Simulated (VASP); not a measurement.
# Cu (Fm-3m) in VASP: notebook

Runs on Cu. Level: LDA. Tasks: single point, relaxation of cell and atoms.

Program: VASP 6.6.1. These are calculated values, not measurements. Logs are shortened: lines on timing, memory, paths and dates and some standing lists are left out, and cuts for length are marked.

### 1 The cell of the first run

The structure is cubic, space group Fm-3m (No. 225). The conventional cell has a = 3.519 Å, b = 3.519 Å, c = 3.519 Å, α = 90.00°, β = 90.00°, γ = 90.00°. Cu (site symmetry m-3m) has 12 Cu at 2.49 Å within 3.3 Å.

### 2 Single point, LDA

File INCAR:

```
PREC = Accurate ; ENCUT = 520
EDIFF = 1E-6 ; ISMEAR = 0
SIGMA = 0.1 ; LREAL = F
LASPH = T ; NELM = 60
ALGO = Normal ; ISIF = 2
LWAVE = F ; LCHARG = T
GGA = CA ; LELF = T
LVHAR = T ; NBANDS = 12
```

File KPOINTS:

```
Automatic mesh
0
Gamma
  20 20 20
```

File POSCAR:

```
Cu
1.0
    0.0000000000      1.7593189922      1.7593189922
    1.7593189922      0.0000000000      1.7593189922
    1.7593189922      1.7593189922      0.0000000000
Cu
1
Direct
    0.0000000000      0.0000000000      0.0000000000
```

Potentials or basis: VASP PAW LDA potentials, release 64 (Cu).

Started as:

```
> cat potpaw_LDA.64/Cu/POTCAR > POTCAR
> mpirun -np 1 vasp_std > vasp.out
```

OUTCAR:

```text
PREC = Accurate
   ENCUT = 520
   EDIFF = 1E-6
   ISMEAR = 0
   LREAL = F
   LASPH = T
   NELM = 60
   ISIF = 2
   GGA = CA

 ion  position               nearest neighbor table
   1  0.000  0.000  0.000-

  LATTYP: Found a face centered cubic cell.
 ALAT       =     3.5186379844

  Lattice vectors:

 A1 = (   0.0000000000,   1.7593189922,   1.7593189922)
 A2 = (   1.7593189922,   0.0000000000,   1.7593189922)
 A3 = (   1.7593189922,   1.7593189922,   0.0000000000)

Analysis of symmetry for initial positions (statically):
=====================================================================
 Subroutine PRICEL returns:
 Original cell was already a primitive cell.

 Routine SETGRP: Setting up the symmetry group for a
 face centered cubic supercell.

 Subroutine GETGRP returns: Found 48 space group operations
 (whereof 48 operations were pure point group operations)
 out of a pool of 48 trial point group operations.

The static configuration has the point symmetry O_h .

Analysis of symmetry for dynamics (positions and initial velocities):
=====================================================================
 Subroutine PRICEL returns:
 Original cell was already a primitive cell.

 Routine SETGRP: Setting up the symmetry group for a
 face centered cubic supercell.

 Subroutine GETGRP returns: Found 48 space group operations
 (whereof 48 operations were pure point group operations)
 out of a pool of 48 trial point group operations.

The dynamic configuration has the point symmetry O_h .

 Subroutine INISYM returns: Found 48 space group operations
 (whereof 48 operations are pure point group operations),
 and found     1 'primitive' translations

----------------------------------------------------------------------------------------

                                     Primitive cell

  volume of cell :      10.8909

  direct lattice vectors                    reciprocal lattice vectors
     0.000000000  1.759318992  1.759318992    -0.284200877  0.284200877  0.284200877
     1.759318992  0.000000000  1.759318992     0.284200877 -0.284200877  0.284200877
     1.759318992  1.759318992  0.000000000     0.284200877  0.284200877 -0.284200877

  length of vectors
     2.488052779  2.488052779  2.488052779     0.492250358  0.492250358  0.492250358

  position of ions in fractional coordinates (direct lattice)
     0.000000000  0.000000000  0.000000000

  ion indices of the primitive-cell ions
   primitive index   ion index
                 1           1

----------------------------------------------------------------------------------------

 KPOINTS: Automatic mesh

Automatic generation of k-mesh.
 Grid dimensions read from file:
 generate k-points for:   20   20   20

 Generating k-lattice:

  Cartesian coordinates                     Fractional coordinates (reciprocal lattice)
    -0.014210044  0.014210044  0.014210044     0.050000000  0.000000000  0.000000000
     0.014210044 -0.014210044  0.014210044     0.000000000  0.050000000  0.000000000
     0.014210044  0.014210044 -0.014210044     0.000000000  0.000000000  0.050000000

  Length of vectors
     0.024612518  0.024612518  0.024612518

  Shift w.r.t. Gamma in fractional coordinates (k-lattice)
     0.000000000  0.000000000  0.000000000

 Subroutine IBZKPT returns following result:
 ===========================================

 Found    256 irreducible k-points:

 Following reciprocal coordinates:
            Coordinates               Weight
  0.000000  0.000000  0.000000      1.000000
  0.050000  0.000000  0.000000      8.000000
  0.100000  0.000000  0.000000      8.000000
  0.150000  0.000000  0.000000      8.000000
  0.200000  0.000000  0.000000      8.000000
  0.250000  0.000000  0.000000      8.000000
[... 16 lines left out ...]
 -0.400000  0.050000  0.000000     24.000000
 -0.350000  0.050000  0.000000     24.000000
 [... further k-points ...]
   k-points           NKPTS =    256   k-points in BZ     NKDIM =    256   number of bands    NBANDS=     12
   number of dos      NEDOS =    301   number of ions     NIONS =      1
   total plane-waves  NPLWV =   8000
   dimension x,y,z NGX =    20 NGY =   20 NGZ =   20
   dimension x,y,z NGXF=    40 NGYF=   40 NGZF=   40
   ions per type =               1
   NGX,Y,Z   is equivalent  to a cutoff of  13.36, 13.36, 13.36 a.u.
   NGXF,Y,Z  is equivalent  to a cutoff of  26.73, 26.73, 26.73 a.u.
 SYSTEM =  unknown system
   PREC   = accura    normal or accurate (medium, high low for compatibility)
   ISTART =      0    job   : 0-new  1-cont  2-samecut
   ICHARG =      2    charge: 1-file 2-atom 10-const
   ISPIN  =      1    spin polarized calculation?
   LNONCOLLINEAR =      F non collinear calculations
   LSORBIT =      F    spin-orbit coupling
   LASPH  =      T    aspherical Exc in radial PAW
   ENCUT  =  520.0 eV  38.22 Ry    6.18 a.u.   4.63  4.63  4.63*2*pi/ulx,y,z
   NELM   =     60;   NELMIN=  2; NELMDL= -5     # of ELM steps
   EDIFF  = 0.1E-05   stopping-criterion for ELM
   LREAL  =      F    real-space projection
   EDIFFG = 0.1E-04   stopping-criterion for IOM
   NSW    =      0    number of steps for IOM
   IBRION =     -1    ionic relax: 0-MD 1-quasi-New 2-CG
   NFREE  =      0    steps in history (QN), initial steepest desc. (CG)
   ISIF   =      2    stress and relaxation
   ISYM   =      2    0-nonsym 1-usesym 2-fastsym
   POTIM  = 0.5000    time-step for ionic-motion
   TEBEG  =    0.0;   TEEND  =   0.0 temperature during run
   PSTRESS=    0.0 pullay stress
   NELECT =      11.0000    total number of electrons
   NUPDOWN=      -1.0000    fix difference up-down
   EMIN   =  10.00;   EMAX   =-10.00  energy-range for DOS
   EFERMI =   0.00;   METHOD = LEGACY
   ISMEAR =     0;   SIGMA  =   0.10  broadening in eV -4-tet -1-fermi 0-gaus
   EFERMI_NEDOS =   21; number of points for ismear=-14 and -15
   IALGO  =     38    algorithm
   IMIX   =      4    mixing-type and parameters
     AMIX     =   0.40;   BMIX     =  1.00
     AMIX_MAG =   1.60;   BMIX_MAG =  1.00
  volume/ion in A,a.u.               =      10.89        73.50
  Fermi-wavevector in a.u.,A,eV,Ry     =   1.642547  3.103964 36.707983  2.697961
  Thomas-Fermi vector in A             =   2.732831
   LORBIT       =      0    0 simple, 1 ext, 2 COOP (PROOUT), +10 PAW based schemes
   GGA     = CA    functional components
   LHFCALC =     F    Hartree Fock is set to
   AEXX    =    0.0000 exact exchange contribution
   IVDW    =     0    specifies the selected vdW correction
   LEPSILON=     F    determine dielectric tensor
   LRPA    =     F    only Hartree local field effects (RPA)
 non-spin polarized calculation
 Gauss-broadening in eV      SIGMA  =   0.10
  energy-cutoff  :      520.00
  volume of cell :       10.89
 maximum number of plane-waves:       305
   NGX =  9   NGY =  9   NGZ =  9

 number of electron      10.9999998 magnetization

 Free energy of the ion-electron system (eV)
  ---------------------------------------------------
  ext. energy  EPLUGINS =         0.00000000
  ---------------------------------------------------
  free energy    TOTEN  =        -4.70905187 eV

  energy without entropy =       -4.70780213  energy(sigma->0) =       -4.70842700

 E-fermi :   8.3742     XC(G=0): -13.5830

 val. band max:        8.3179656201   @ k =   0.4500   0.3000   0.0000
 cond. band min:       8.3847623951   @ k =   0.5000   0.2500   0.1000
 fundamental gap:      0.0667967750
 Fermi energy:         8.3741609295

 k-point     1 :       0.0000    0.0000    0.0000
  band No.  band energies     occupation
      1      -1.5833      2.00000
      2       5.0662      2.00000
      3       5.0662      2.00000
      4       5.0662      2.00000
      5       6.0159      2.00000
      6       6.0159      2.00000
      7      31.7185      0.00000
      8      34.8372      0.00000
      9      34.8372      0.00000
     10      34.8372      0.00000
     11      37.4552      0.00000
     12      37.4552      0.00000

 k-point     2 :       0.0500    0.0000    0.0000
  band No.  band energies     occupation
      1      -1.4866      2.00000
      2       5.0437      2.00000
      3       5.0860      2.00000
      4       5.0860      2.00000
      5       6.0077      2.00000
      6       6.0077      2.00000
      7      31.2862      0.00000
      8      33.5127      0.00000
      9      34.5328      0.00000
     10      34.5328      0.00000
     11      37.8884      0.00000
     12      37.8884      0.00000

 k-point     3 :       0.1000    0.0000    0.0000
  band No.  band energies     occupation
      1      -1.1994      2.00000
      2       4.9817      2.00000
      3       5.1391      2.00000
      4       5.1391      2.00000
      5       5.9893      2.00000
      6       5.9893      2.00000
      7      29.3804      0.00000
      8      32.6661      0.00000
      9      33.9369      0.00000
     10      33.9369      0.00000
     11      38.8297      0.00000
     12      38.8297      0.00000
[... 286 lines left out ...]
 k-point    23 :      -0.4000    0.0500    0.0000
  band No.  band energies     occupation
      1       2.7026      2.00000
      2       5.0424      2.00000
      3       5.0955      2.00000
      4       5.8598      2.00000
      5       6.5172      2.00000
      6       7.0079      2.00000
      7      14.2493      0.00000
      8      29.1424      0.00000
      9      31.1074      0.00000
     10      32.0035      0.00000
     11      34.9835      0.00000
     12      36.4241      0.00000

 k-point    24 :      -0.3500    0.0500    0.0000
  band No.  band energies     occupation
      1       2.3656      2.00000
      2       5.0996      2.00000
      3       5.1455      2.00000
      4       5.2853      2.00000
      5       6.3694      2.00000
      6       6.6858      2.00000
      7      16.1616      0.00000
      8      29.1098      0.00000
      9      31.4993      0.00000
     10      32.7791      0.00000
     11      35.0532      0.00000
     12      36.9002      0.00000

 [... further k-points ...]
[... 5 lines left out ...]
  --------------------------------------------------------------------------------------
  -------------------------------------------------------------------------------------
  Total        0.0554728      0.0554728      0.0554728      0.0000000      0.0000000      0.0000000
  in kB        8.1606857      8.1606857      8.1606857      0.0000000      0.0000000      0.0000000
  external PRESSURE =       8.1606857 kB  Pullay stress =       0.0000000 kB

 VOLUME and BASIS-vectors are now :
 -----------------------------------------------------------------------------
  energy-cutoff  :      520.00
  volume of cell :       10.89
      direct lattice vectors                 reciprocal lattice vectors
     0.000000000  1.759318992  1.759318992    -0.284200877  0.284200877  0.284200877
     1.759318992  0.000000000  1.759318992     0.284200877 -0.284200877  0.284200877
     1.759318992  1.759318992  0.000000000     0.284200877  0.284200877 -0.284200877

 POSITION                                       TOTAL-FORCE (eV/Angst)
 -----------------------------------------------------------------------------------
      0.00000      0.00000      0.00000         0.000000     -0.000000      0.000000
 -----------------------------------------------------------------------------------
    total drift:                                0.000000      0.000000      0.000000

  FREE ENERGIE OF THE ION-ELECTRON SYSTEM (eV)
  ---------------------------------------------------
  free  energy   TOTEN  =        -4.7090518699 eV

  energy  without entropy=       -4.7078021317  energy(sigma->0) =       -4.70842700
```

Wall time 25 s (1 thread of Intel Xeon Platinum 8259CL at 2.50GHz (Skylake/Cascade Lake), shared host); peak memory 0.14 GiB.

What came out:

| Quantity | Value |
| --- | --- |
| Free energy | -4.7091 eV |
| Pressure | 0.8 GPa |

Levels at points of the mesh, in eV from the Fermi level:
```tsv
k point	band 4	band 5	band 6	band 7	band 8	band 9
(0.00, 0.00, 0.00)	-3.31	-2.36	-2.36	23.34	26.46	26.46
(0.50, 0.00, 0.00)	-1.71	-1.71	-1.20	4.18	21.82	23.23
(0.50, 0.50, 0.00)	-1.56	-1.56	1.45	7.72	13.67	13.67
```

### 3 Relaxation of cell and atoms, LDA

File INCAR:

```
SYSTEM = Cu
PREC = Accurate
ENCUT = 600
EDIFF = 1E-7
ISMEAR = 0
SIGMA = 0.1
LREAL = .False.
LASPH = .True.
NELM = 80
ALGO = Normal
ISIF = 3
LWAVE = .False.
LCHARG = .False.
IBRION = 2
NSW = 100
EDIFFG = -0.005
```

File KPOINTS:

```
Automatic mesh
0
Gamma
  20 20 20
  0 0 0
```

File POSCAR:

```
Cu
1.0
    0.0000000000      1.7594476930      1.7594476930
    1.7594476930      0.0000000000      1.7594476930
    1.7594476930      1.7594476930      0.0000000000
Cu
1
Direct
    0.0000000000      0.0000000000      0.0000000000
```

Potentials or basis: VASP PAW LDA potentials, release 64 (Cu).

Started as:

```
> cat potpaw_LDA.64/Cu/POTCAR > POTCAR
> mpirun -np 1 vasp_std > vasp.out
```

Run time: 39 s. Hardware: 1 thread of Intel Xeon Platinum 8259CL at 2.50GHz (Skylake/Cascade Lake), shared host; peak memory 0.15 GiB.

It converged, with:

- Free energy: -4.7092 eV
- Relaxed volume: 10.94 Å³/atom
- Relaxed cell: a = 2.492 Å, b = 2.492 Å, c = 2.492 Å, α = 60.00°, β = 60.00°, γ = 60.00°
- Space group after relaxing (to 0.05 Å): Fm-3m (No. 225)
- Energy gained by relaxing: 0.1 meV/atom
- Ionic steps: 3
- Pressure after relaxing: -0.1 GPa

Step by step:
```csv
step,energy change (eV),largest force (eV/Å),pressure (GPa),volume (Å³)
1,0.0000,0.0000,0.82,10.89
2,0.0000,0.0000,-0.67,10.98
3,-0.0001,0.0000,-0.06,10.94
```

Final structure:
```
Cu
1.0
     0.00000    1.76202    1.76202
     1.76202    0.00000    1.76202
     1.76202    1.76202    0.00000
Cu
1
Cartesian
  0.0000 0.0000 0.0000
```

Levels at points of the mesh, in eV from the Fermi level:
```tsv
k point	band 4	band 5	band 6	band 7	band 8	band 9
(0.00, 0.00, 0.00)	-3.29	-2.35	-2.35	23.31	26.39	26.39
(0.50, 0.00, 0.00)	-1.71	-1.71	-1.18	4.15	21.79	23.15
(0.50, 0.50, 0.00)	-1.55	-1.55	1.46	7.69	13.63	13.63
```

### 4 Single point, LDA

File INCAR:

```
  PREC = Accurate
  ENCUT = 520
  EDIFF = 1E-7
  ISMEAR = 0
  SIGMA = 0.1
  LREAL = F
  LASPH = T
  NELM = 100
  ALGO = Fast
  ISIF = 2
  LWAVE = F
  LCHARG = F
  GGA = CA
  NBANDS = 12
  ISYM = 0
```

File KPOINTS:

```
Automatic mesh
0
Gamma
  14 14 19
```

File POSCAR:

```
Cu
1.0
    2.4880527793      0.0000000000      0.0000000000
    0.0000000000      2.4880527793      0.0000000000
    1.2440263897      1.2440263897      1.7593189922
Cu
1
Direct
    0.0000000000      0.0000000000      0.0000000000
```

Started as:

```
> cat potpaw_LDA.64/Cu/POTCAR > POTCAR
> mpirun -np 1 vasp_std > vasp.out
```

Wall time 4 min (1 thread of Intel Xeon Platinum 8259CL at 2.50GHz (Skylake/Cascade Lake), shared host); peak memory 0.33 GiB.

The run converged. Its results:

```
Free energy : -4.7078 eV
Pressure    : 0.7 GPa
```

Levels at points of the mesh, in eV from the Fermi level:
```tsv
k point	band 2	band 3	band 4	band 5	band 6	band 7	band 8	band 9	band 10	band 11
(0.00, 0.00, 0.00)	-3.36	-3.36	-3.36	-2.41	-2.41	23.29	26.41	26.41	26.41	29.03
(0.50, 0.00, 0.00)	-3.40	-3.39	-1.77	-1.77	-1.25	4.12	21.77	23.17	23.17	26.24
(0.00, 0.50, 0.00)	-3.40	-3.39	-1.77	-1.77	-1.25	4.12	21.77	23.17	23.17	26.24
(0.50, 0.50, 0.00)	-4.94	-1.78	-1.61	-1.61	1.40	7.67	13.61	13.62	18.46	21.61
```

### 5 The runs side by side

| task | cell | k mesh | cutoff (eV) | gap on the mesh (eV) | pressure (GPa) |
| --- | --- | --- | --- | --- | --- |
| single point | a = 2.488 Å, angles 60.0°, 1 atom | 20 × 20 × 20 | 520 | none | 0.8 |
| relaxation of cell and atoms | relaxed from a = 2.488 Å, angles 60.0°, 1 atom | 20 × 20 × 20 | 600 | none | -0.1 |
| single point | a = 2.488 Å, angles 60.0, 60.0, 90.0°, 1 atom | 14 × 14 × 19 | 520 | none | 0.7 |

Alike in all rows: level LDA; potentials or basis VASP PAW LDA potentials, release 64 (Cu); no spin polarisation; smearing gaussian 0.1 eV.

Total energies depend on the potentials used, so only differences within one code and one set of settings carry meaning.
